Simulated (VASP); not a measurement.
Write the native input for VASP 6.6.1 that does the following.

```yaml
Task: relaxation of cell and atoms
Functional: r2SCAN
Potentials_or_basis: VASP PAW PBE potentials, release 64 (Mg)
Cutoff: 660 eV
k_mesh: 7 × 7 × 7
Occupations: fermi-dirac, width 0.05 eV
Spin: no spin polarisation
Dipole_correction: no
Further_INCAR_settings: ALGO = Normal; EDIFF = 1e-07; IBRION = 2; EDIFFG = -0.03; NSW = 80; ISIF = 3
```

The system is Mg.

```
Mg
1.0
     0.00000    2.26500    2.26500
     2.26500    0.00000    2.26500
     2.26500    2.26500    0.00000
Mg
1
Direct
  0.00000 0.00000 0.00000
```

This isn't the form of Mg at room conditions, which is hcp.

The input as run:

POSCAR

```
Mg
1.0
    0.0000000000      2.2650000000      2.2650000000
    2.2650000000      0.0000000000      2.2650000000
    2.2650000000      2.2650000000      0.0000000000
Mg
1
Direct
    0.0000000000      0.0000000000      0.0000000000
```

INCAR.step1

```
PREC = Accurate ; ENCUT = 660
ISMEAR = -1 ; SIGMA = 0.05
LREAL = False ; LASPH = True
NELM = 120 ; GGA = PE
ALGO = Normal ; EDIFF = 1E-5
LWAVE = True ; LCHARG = False
GGA_COMPAT = False ; IBRION = 2
ISIF = 3 ; EDIFFG = -0.005
NELMIN = 4 ; NSW = 100
```

INCAR.step2

```
PREC = Accurate ; ENCUT = 660
EDIFF = 1E-7 ; ISMEAR = -1
SIGMA = 0.05 ; LREAL = False
LASPH = True ; NELM = 120
ALGO = Normal ; ISIF = 3
LWAVE = False ; LCHARG = False
METAGGA = R2SCAN ; LMIXTAU = True
IBRION = 2 ; NSW = 80
EDIFFG = -0.03 ; ISTART = 1
GGA_COMPAT = False ; NELMIN = 4
```

KPOINTS

```
Automatic mesh
0
Gamma
  7 7 7
```

Potentials or basis: VASP PAW PBE potentials, release 64 (Mg).

The run is started by

```bash
$ cat potpaw_PBE.64/Mg/POTCAR > POTCAR
$ cp INCAR.step1 INCAR
$ mpirun -np 1 vasp_std > vasp.out
$ cp INCAR.step2 INCAR
$ mpirun -np 1 vasp_std > vasp.out
```

It gave:

```json
{
 "Relaxed volume": "22.61 Å³/atom",
 "Relaxed cell": "a = 3.174 Å, b = 3.174 Å, c = 3.174 Å, α = 60.00°, β = 60.00°, γ = 60.00°",
 "Space group after relaxing (to 0.1 Å)": "Fm-3m (No. 225)",
 "Energy gained by relaxing": "2.2 meV/atom",
 "Ionic steps": "3",
 "Pressure after relaxing": "0.0 GPa",
 "Band gap on the k mesh": "zero (bands 1 and 2 overlap by 1.07 eV)"
}
```

Caveat: the PAW data sets were made with another functional, which shifts forces and pressure a little.

Run time: 31 s on 1 thread of AMD EPYC 9R45 96-Core Processor (Zen 5), with other jobs on the host, peak memory 0.14 GiB.
